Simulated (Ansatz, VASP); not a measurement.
## ZnS: VASP and Ansatz over several settings

```
Zn S
1.0
     0.00000    2.71989    2.71989
     2.71989    0.00000    2.71989
     2.71989    2.71989    0.00000
Zn S
1 1
Direct
  0.75000 0.75000 0.75000
  0.00000 0.00000 0.00000
```

Single points on this cell with VASP 6.6.1 and Ansatz 0.2.0. Each row is one pair of runs. Alike in all rows: spin: off; smearing: fermi-dirac, width 0.05 eV; VASP's potentials, cutoff: VASP PAW PBE potentials, release 64 (Zn, S), 520 eV.

| level | k mesh | Ansatz's potentials, cutoff | gap on the k mesh at the Fermi level (eV), VASP | gap on the k mesh at the Fermi level (eV), Ansatz | least direct gap on the mesh (eV), VASP | least direct gap on the mesh (eV), Ansatz | pressure (GPa), VASP | pressure (GPa), Ansatz |
| --- | --- | --- | --- | --- | --- | --- | --- | --- |
| BLYP | 9 × 9 × 9 | Ansatz PAW, 420 eV | 2.03 | 2.00 | 2.03 | 2.00 | 3.9 | 3.8 |
| r2SCAN+D3(BJ) | 9 × 9 × 9 | Ansatz PAW, 500 eV | 2.58 | 2.57 | 2.58 | 2.57 | -3.2 | -3.2 |
| PBE0 | 5 × 5 × 5 | Ansatz PAW, 420 eV | 3.94 | 3.92 | 3.94 | 3.92 | -0.8 | -0.8 |

Gap on the k mesh at the fermi level (eV): the two programs differ by at most 0.033; least direct gap on the mesh (eV): the two programs differ by at most 0.033; pressure (GPa): the two programs differ by at most 0.09.

Noted on Ansatz's runs: odd divisions of the mesh miss points on the zone boundary, where band edges often lie, so the gap on the mesh can be too wide.
